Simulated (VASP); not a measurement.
# AlAs: electric field gradients with PBEsol

The system is AlAs.

```xyz
2
Lattice="0.0000 2.8676 2.8676 2.8676 0.0000 2.8676 2.8676 2.8676 0.0000" Properties=species:S:1:pos:R:3 pbc="T T T"
Al    0.0000    0.0000    0.0000
As    4.3015    4.3015    4.3015
```

This cell differs from its parent crystal: volume scaled by 1.04.

```
Program                : VASP 6.6.1
Task                   : electric field gradients
Functional             : PBEsol
Potentials or basis    : VASP PAW PBE potentials, release 64 (Al, As)
Cutoff                 : 400 eV
k mesh                 : 10 × 10 × 10
Occupations            : fermi-dirac, width 0.05 eV
Spin                   : no spin polarisation
Dipole correction      : no
Further INCAR settings : ALGO = Normal; EDIFF = 1e-08; NBANDS = 11
```

```
Pressure               : -1.9 GPa
Band gap on the k mesh : 1.39 eV, indirect (least direct gap 1.68 eV)
```

Levels at points of the mesh, in eV from the valence-band top:
```
           k point  band 1  band 2  band 3  band 4  band 5  band 6  band 7  band 8  band 9
(0.00, 0.00, 0.00)  -11.67    0.00    0.00    0.00    1.68    4.20    4.20    4.20    8.50
(0.50, 0.00, 0.00)  -10.33   -5.43   -0.80   -0.80    1.94    4.60    4.60    7.50   10.74
(0.50, 0.50, 0.00)   -9.82   -5.31   -2.10   -2.10    1.39    2.21    9.98    9.98   11.25
```

Run time: 9.3 s on 1 thread of Intel(R) Xeon(R) 6975P-C (Granite Rapids), with other jobs on the host, peak memory 0.16 GiB.

Caveat: without QUAD_EFG the Cq values of the log hold for a quadrupole moment of 1 mb, not for the nuclei; the PAW data sets were made with another functional, which shifts forces and pressure a little. A k mesh can miss the band edges.
